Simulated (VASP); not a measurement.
# BaN (Fd-3m) in VASP: further runs

Runs on BaN. Level: PBE. Tasks: single point.

Everything below comes from runs of VASP 6.6.1. Logs are shortened: lines on timing, memory, paths and dates and some standing lists are left out, and cuts for length are marked.

## (1) The cell of the first run

It takes space group Fd-3m (No. 227, cubic). The conventional cell has a = 7.281 Å, b = 7.281 Å, c = 7.281 Å, α = 90.00°, β = 90.00°, γ = 90.00°. Within 4.1 Å of Ba (site symmetry -43m) lie 10 N at 3.15 to 3.64 Å and 4 Ba at 3.15 Å. Within 4.1 Å of N (site symmetry -43m) lie 10 Ba at 3.15 to 3.64 Å and 4 N at 3.15 Å.

The cell was built from a structure type or drawn by symmetry, and may not be a known phase.

## (2) Single point, PBE

Contents of INCAR:

```
SYSTEM = BaN
PREC = Accurate ; ENCUT = 520
EDIFF = 1E-6 ; ISMEAR = 0
SIGMA = 0.1 ; LREAL = .FALSE.
LASPH = .TRUE. ; NELM = 80
ALGO = Normal ; ISIF = 2
LWAVE = .FALSE. ; LCHARG = .TRUE.
GGA = PE ; LELF = .TRUE.
LVHAR = .TRUE. ; NBANDS = 23
```

Contents of KPOINTS:

```
Automatic mesh
0
G
  4 4 4
  0 0 0
```

Contents of POSCAR:

```
BaN
1.0
    0.0000000000      3.6406980700      3.6406980700
    3.6406980700      0.0000000000      3.6406980700
    3.6406980700      3.6406980700      0.0000000000
Ba N
2 2
Direct
    0.0000000000      0.0000000000      0.0000000000
    0.2500000000      0.2500000000      0.2500000000
    0.7500000000      0.7500000000      0.7500000000
    0.5000000000      0.5000000000      0.5000000000
```

Potentials or basis: VASP PAW PBE potentials, release 64 (Ba_sv, N).

On the command line:

```
cat potpaw_PBE.64/Ba_sv/POTCAR potpaw_PBE.64/N/POTCAR > POTCAR
mpirun -np 1 vasp_std > vasp.out
```

OUTCAR:

```text
SYSTEM = BaN
   PREC = Accurate
   ENCUT = 520
   EDIFF = 1E-6
   ISMEAR = 0
   LREAL = .FALSE.
   LASPH = .TRUE.
   NELM = 80
   ISIF = 2
   GGA = PE

 ion  position               nearest neighbor table
   1  0.000  0.000  0.000-   2 3.15   3 3.15   3 3.15   3 3.15   3 3.15   2 3.15   2 3.15   2 3.15

   2  0.250  0.250  0.250-   1 3.15   4 3.15   1 3.15   1 3.15   1 3.15   4 3.15   4 3.15   4 3.15

   3  0.750  0.750  0.750-   1 3.15   1 3.15   1 3.15   1 3.15
   4  0.500  0.500  0.500-   2 3.15   2 3.15   2 3.15   2 3.15

  LATTYP: Found a face centered cubic cell.
 ALAT       =     7.2813961400

  Lattice vectors:

 A1 = (   0.0000000000,   3.6406980700,   3.6406980700)
 A2 = (   3.6406980700,   0.0000000000,   3.6406980700)
 A3 = (   3.6406980700,   3.6406980700,   0.0000000000)

Analysis of symmetry for initial positions (statically):
=====================================================================
 Subroutine PRICEL returns:
 Original cell was already a primitive cell.

 Routine SETGRP: Setting up the symmetry group for a
 face centered cubic supercell.

 Subroutine GETGRP returns: Found 48 space group operations
 (whereof 24 operations were pure point group operations)
 out of a pool of 48 trial point group operations.

The static configuration has the point symmetry T_d .
 The point group associated with its full space group is O_h .

Analysis of symmetry for dynamics (positions and initial velocities):
=====================================================================
 Subroutine PRICEL returns:
 Original cell was already a primitive cell.

 Routine SETGRP: Setting up the symmetry group for a
 face centered cubic supercell.

 Subroutine GETGRP returns: Found 48 space group operations
 (whereof 24 operations were pure point group operations)
 out of a pool of 48 trial point group operations.

The dynamic configuration has the point symmetry T_d .
 The point group associated with its full space group is O_h .

 Subroutine INISYM returns: Found 48 space group operations
 (whereof 24 operations are pure point group operations),
 and found     1 'primitive' translations

----------------------------------------------------------------------------------------

                                     Primitive cell

  volume of cell :      96.5126

  direct lattice vectors                    reciprocal lattice vectors
     0.000000000  3.640698070  3.640698070    -0.137336299  0.137336299  0.137336299
     3.640698070  0.000000000  3.640698070     0.137336299 -0.137336299  0.137336299
     3.640698070  3.640698070  0.000000000     0.137336299  0.137336299 -0.137336299

  length of vectors
     5.148724587  5.148724587  5.148724587     0.237873448  0.237873448  0.237873448

  position of ions in fractional coordinates (direct lattice)
     0.000000000  0.000000000  0.000000000
     0.250000000  0.250000000  0.250000000
     0.750000000  0.750000000  0.750000000
     0.500000000  0.500000000  0.500000000

  ion indices of the primitive-cell ions
   primitive index   ion index
                 1           1
                 2           2
                 3           3
                 4           4

----------------------------------------------------------------------------------------

 KPOINTS: Automatic mesh

Automatic generation of k-mesh.
 Grid dimensions read from file:
 generate k-points for:    4    4    4

 Generating k-lattice:

  Cartesian coordinates                     Fractional coordinates (reciprocal lattice)
    -0.034334075  0.034334075  0.034334075     0.250000000  0.000000000  0.000000000
     0.034334075 -0.034334075  0.034334075     0.000000000  0.250000000  0.000000000
     0.034334075  0.034334075 -0.034334075     0.000000000  0.000000000  0.250000000

  Length of vectors
     0.059468362  0.059468362  0.059468362

  Shift w.r.t. Gamma in fractional coordinates (k-lattice)
     0.000000000  0.000000000  0.000000000

 Subroutine IBZKPT returns following result:
 ===========================================

 Found      8 irreducible k-points:

 Following reciprocal coordinates:
            Coordinates               Weight
  0.000000  0.000000  0.000000      1.000000
  0.250000  0.000000  0.000000      8.000000
  0.500000  0.000000  0.000000      4.000000
  0.250000  0.250000  0.000000      6.000000
  0.500000  0.250000  0.000000     24.000000
 -0.250000  0.250000  0.000000     12.000000
  0.500000  0.500000  0.000000      3.000000
 -0.250000  0.500000  0.250000      6.000000
   k-points           NKPTS =      8   k-points in BZ     NKDIM =      8   number of bands    NBANDS=     23
   number of dos      NEDOS =    301   number of ions     NIONS =      4
   total plane-waves  NPLWV =  64000
   dimension x,y,z NGX =    40 NGY =   40 NGZ =   40
   dimension x,y,z NGXF=    80 NGYF=   80 NGZF=   80
   ions per type =               2   2
   NGX,Y,Z   is equivalent  to a cutoff of  12.92, 12.92, 12.92 a.u.
   NGXF,Y,Z  is equivalent  to a cutoff of  25.83, 25.83, 25.83 a.u.
 SYSTEM =  BaN
   PREC   = accura    normal or accurate (medium, high low for compatibility)
   ISTART =      0    job   : 0-new  1-cont  2-samecut
   ICHARG =      2    charge: 1-file 2-atom 10-const
   ISPIN  =      1    spin polarized calculation?
   LNONCOLLINEAR =      F non collinear calculations
   LSORBIT =      F    spin-orbit coupling
   LASPH  =      T    aspherical Exc in radial PAW
   ENCUT  =  520.0 eV  38.22 Ry    6.18 a.u.   9.57  9.57  9.57*2*pi/ulx,y,z
   NELM   =     80;   NELMIN=  2; NELMDL= -5     # of ELM steps
   EDIFF  = 0.1E-05   stopping-criterion for ELM
   LREAL  =      F    real-space projection
   EDIFFG = 0.1E-04   stopping-criterion for IOM
   NSW    =      0    number of steps for IOM
   IBRION =     -1    ionic relax: 0-MD 1-quasi-New 2-CG
   NFREE  =      0    steps in history (QN), initial steepest desc. (CG)
   ISIF   =      2    stress and relaxation
   ISYM   =      2    0-nonsym 1-usesym 2-fastsym
   POTIM  = 0.5000    time-step for ionic-motion
   TEBEG  =    0.0;   TEEND  =   0.0 temperature during run
   PSTRESS=    0.0 pullay stress
   NELECT =      30.0000    total number of electrons
   NUPDOWN=      -1.0000    fix difference up-down
   EMIN   =  10.00;   EMAX   =-10.00  energy-range for DOS
   EFERMI =   0.00;   METHOD = LEGACY
   ISMEAR =     0;   SIGMA  =   0.10  broadening in eV -4-tet -1-fermi 0-gaus
   EFERMI_NEDOS =   21; number of points for ismear=-14 and -15
   IALGO  =     38    algorithm
   IMIX   =      4    mixing-type and parameters
     AMIX     =   0.40;   BMIX     =  1.00
     AMIX_MAG =   1.60;   BMIX_MAG =  1.00
  volume/ion in A,a.u.               =      24.13       162.82
  Fermi-wavevector in a.u.,A,eV,Ry     =   1.108972  2.095653 16.732702  1.229819
  Thomas-Fermi vector in A             =   2.245506
   LORBIT       =      0    0 simple, 1 ext, 2 COOP (PROOUT), +10 PAW based schemes
   GGA     = PE    functional components
   LHFCALC =     F    Hartree Fock is set to
   AEXX    =    0.0000 exact exchange contribution
   IVDW    =     0    specifies the selected vdW correction
   LEPSILON=     F    determine dielectric tensor
   LRPA    =     F    only Hartree local field effects (RPA)
 non-spin polarized calculation
 Gauss-broadening in eV      SIGMA  =   0.10
  energy-cutoff  :      520.00
  volume of cell :       96.51
 maximum number of plane-waves:      2637
 NGX is ok and might be reduce to    40
   NGX = 19   NGY = 19   NGZ = 19

 number of electron      29.9999999 magnetization

 Free energy of the ion-electron system (eV)
  ---------------------------------------------------
  ext. energy  EPLUGINS =         0.00000000
  ---------------------------------------------------
  free energy    TOTEN  =       -15.00816060 eV

  energy without entropy =      -14.97983758  energy(sigma->0) =      -14.99399909

 E-fermi :   2.5690     XC(G=0):  -9.4183

 val. band max:        2.5244799950   @ k =   0.5000   0.2500   0.0000
 cond. band min:       2.6481216723   @ k =  -0.2500   0.5000   0.2500
 fundamental gap:      0.1236416772
 Fermi energy:         2.5690056716

 k-point     1 :       0.0000    0.0000    0.0000
  band No.  band energies     occupation
      1     -26.4792      2.00000
      2     -25.3707      2.00000
      3     -12.0084      2.00000
      4     -12.0084      2.00000
      5     -12.0084      2.00000
      6     -10.4191      2.00000
[... 15 lines left out ...]
     22       6.5829      0.00000
     23       8.8272      0.00000

 k-point     2 :       0.2500    0.0000    0.0000
  band No.  band energies     occupation
      1     -26.3723      2.00000
      2     -25.4982      2.00000
      3     -12.1192      2.00000
      4     -12.1192      2.00000
      5     -12.0777      2.00000
      6     -10.5036      2.00000
[... 15 lines left out ...]
     22       6.5568      0.00000
     23       8.5533      0.00000

 k-point     3 :       0.5000    0.0000    0.0000
  band No.  band energies     occupation
      1     -26.2206      2.00000
      2     -25.6704      2.00000
      3     -12.2168      2.00000
      4     -12.2145      2.00000
      5     -12.2145      2.00000
      6     -10.2952      2.00000
[... 15 lines left out ...]
     22       6.8632      0.00000
     23       8.1903      0.00000

 k-point     4 :       0.2500    0.2500    0.0000
  band No.  band energies     occupation
      1     -26.3294      2.00000
      2     -25.5480      2.00000
      3     -12.2452      2.00000
      4     -12.2452      2.00000
      5     -11.7737      2.00000
      6     -10.9003      2.00000
[... 15 lines left out ...]
     22       6.4070      0.00000
     23       6.8661      0.00000

 k-point     5 :       0.5000    0.2500    0.0000
  band No.  band energies     occupation
      1     -26.1435      2.00000
      2     -25.7542      2.00000
      3     -12.5021      2.00000
      4     -12.3286      2.00000
      5     -11.6321      2.00000
      6     -10.8324      2.00000
[... 15 lines left out ...]
     22       6.3984      0.00000
     23       7.3471      0.00000

 k-point     6 :      -0.2500    0.2500    0.0000
  band No.  band energies     occupation
      1     -26.2211      2.00000
      2     -25.6699      2.00000
      3     -12.4968      2.00000
      4     -12.2162      2.00000
      5     -11.7584      2.00000
      6     -10.6464      2.00000
[... 15 lines left out ...]
     22       6.4835      0.00000
     23       7.2360      0.00000

 k-point     7 :       0.5000    0.5000    0.0000
  band No.  band energies     occupation
      1     -25.9522      2.00000
      2     -25.9522      2.00000
      3     -12.4294      2.00000
      4     -12.4294      2.00000
      5     -11.3483      2.00000
      6     -11.3483      2.00000
[... 15 lines left out ...]
     22       5.7881      0.00000
     23       7.9232      0.00000

 k-point     8 :      -0.2500    0.5000    0.2500
  band No.  band energies     occupation
      1     -25.9522      2.00000
      2     -25.9522      2.00000
      3     -12.5017      2.00000
      4     -12.5017      2.00000
      5     -11.1702      2.00000
      6     -11.1702      2.00000
[... 15 lines left out ...]
     22       6.2247      0.00000
     23       7.0900      0.00000

------------------------ aborting loop because EDIFF is reached ----------------------------------------

  FORCE on cell =-STRESS in cart. coord.  units (eV):
  Direction    XX          YY          ZZ          XY          YZ          ZX
  --------------------------------------------------------------------------------------
  -------------------------------------------------------------------------------------
  Total       -3.0927261     -3.0927261     -3.0927261      0.0000000      0.0000000     -0.0000000
  in kB      -51.3414406    -51.3414406    -51.3414406      0.0000000      0.0000000     -0.0000000
  external PRESSURE =     -51.3414406 kB  Pullay stress =       0.0000000 kB

 VOLUME and BASIS-vectors are now :
 -----------------------------------------------------------------------------
  energy-cutoff  :      520.00
  volume of cell :       96.51
      direct lattice vectors                 reciprocal lattice vectors
     0.000000000  3.640698070  3.640698070    -0.137336299  0.137336299  0.137336299
     3.640698070  0.000000000  3.640698070     0.137336299 -0.137336299  0.137336299
     3.640698070  3.640698070  0.000000000     0.137336299  0.137336299 -0.137336299

 POSITION                                       TOTAL-FORCE (eV/Angst)
 -----------------------------------------------------------------------------------
      0.00000      0.00000      0.00000        -0.000000     -0.000000     -0.000000
      1.82035      1.82035      1.82035         0.000000      0.000000      0.000000
      5.46105      5.46105      5.46105         0.000000      0.000000     -0.000000
      3.64070      3.64070      3.64070        -0.000000     -0.000000      0.000000
 -----------------------------------------------------------------------------------
    total drift:                               -0.000000      0.000000      0.000000

  FREE ENERGIE OF THE ION-ELECTRON SYSTEM (eV)
  ---------------------------------------------------
  free  energy   TOTEN  =       -15.0081605963 eV

  energy  without entropy=      -14.9798375812  energy(sigma->0) =      -14.99399909
```

Wall time 37 s (1 thread of Intel Xeon 8259CL, shared host); peak memory 0.24 GiB.

Results:

```yaml
Free_energy: -15.0082 eV
Pressure: -5.1 GPa
Band_gap_on_the_k_mesh: zero (bands 15 and 16 overlap by 0.67 eV)
```

Levels at points of the mesh, in eV from the Fermi level:
| k point | band 11 | band 12 | band 13 | band 14 | band 15 | band 16 | band 17 | band 18 | band 19 | band 20 |
| --- | --- | --- | --- | --- | --- | --- | --- | --- | --- | --- |
| (0.00, 0.00, 0.00) | -1.46 | -1.46 | -1.46 | -0.25 | -0.25 | -0.25 | 0.79 | 0.79 | 2.57 | 4.01 |
| (0.50, 0.00, 0.00) | -1.83 | -1.83 | -1.56 | -0.41 | -0.41 | 0.17 | 2.29 | 3.05 | 3.05 | 3.22 |
| (0.50, 0.50, 0.00) | -1.45 | -1.45 | -0.78 | -0.78 | 0.38 | 0.38 | 1.50 | 1.50 | 2.49 | 2.49 |

Caveat: the k points lie up to 0.37 Å⁻¹ apart, too coarse for converged energies and pressures of a metal; spin-orbit coupling is left out, which moves the levels of the heavy elements.

## (3) Single point, PBE, collinear spin, ferromagnetic start

This run uses another cell than the first one, of 21.11 Å³/atom.

Contents of INCAR:

```
ALGO = Normal
EDIFF = 1E-6
ENCUT = 520
GGA = PE
ISIF = 2
ISMEAR = 0
ISPIN = 2
LASPH = T
LCHARG = F
LORBIT = 11
LREAL = F
LWAVE = F
MAGMOM = 0 0 1 1
NBANDS = 27
NELM = 150
PREC = Accurate
SIGMA = 0.1
```

Contents of KPOINTS:

```
k-points
0
Gamma
  4 4 4
```

Contents of POSCAR:

```
BaN
1.0
    0.0000000000      3.4818344566      3.4818344566
    3.4818344566      0.0000000000      3.4818344566
    3.4818344566      3.4818344566      0.0000000000
Ba N
2 2
Direct
    0.0000000000      0.0000000000      0.0000000000
    0.2500000000      0.2500000000      0.2500000000
    0.7500000000      0.7500000000      0.7500000000
    0.5000000000      0.5000000000      0.5000000000
```

Potentials or basis: VASP PAW PBE potentials, release 64 (Ba_sv, N).

On the command line:

```
cat potpaw_PBE.64/Ba_sv/POTCAR potpaw_PBE.64/N/POTCAR > POTCAR
mpirun -np 1 vasp_std > vasp.out
```

It took 1.8 min on 1 thread of Intel Xeon 8259CL, shared host; peak memory 0.29 GiB.

Results (log left out):

| Item | Value |
| --- | --- |
| Free energy | -15.3569 eV |
| Pressure | 2.3 GPa |
| Band gap on the k mesh | zero (filled and empty bands overlap) |
| Net moment | 2.00 μB per cell |
| Site moments | Ba -0.03; N +0.71 μB |
| Valence electrons inside the program's atomic spheres | Ba 8.14; N 3.41 |

Levels at points of the mesh, in eV from the Fermi level:
Spin up:
| k point | band 14 | band 15 | band 16 | band 17 | band 18 | band 19 |
| --- | --- | --- | --- | --- | --- | --- |
| (0.00, 0.00, 0.00) | -0.98 | -0.98 | -0.98 | 0.44 | 0.44 | 3.43 |
| (0.50, 0.00, 0.00) | -1.25 | -1.25 | -0.62 | 2.34 | 3.11 | 3.11 |
| (0.50, 0.50, 0.00) | -1.60 | -0.44 | -0.44 | 1.48 | 1.48 | 2.56 |
Spin down:
```tsv
k point	band 10	band 11	band 12	band 13	band 14	band 15	band 16	band 17	band 18	band 19
(0.00, 0.00, 0.00)	-10.39	-1.52	-1.52	-1.52	0.18	0.18	0.18	0.37	0.37	3.63
(0.50, 0.00, 0.00)	-10.77	-1.98	-1.98	-1.38	-0.33	-0.33	0.65	2.46	3.56	3.56
(0.50, 0.50, 0.00)	-10.82	-1.43	-1.43	-0.49	-0.49	0.91	0.91	1.53	1.53	2.67
```

Caveat: the k points lie up to 0.39 Å⁻¹ apart, too coarse for converged energies and pressures of a metal; spin-orbit coupling is left out, which moves the levels of the heavy elements.
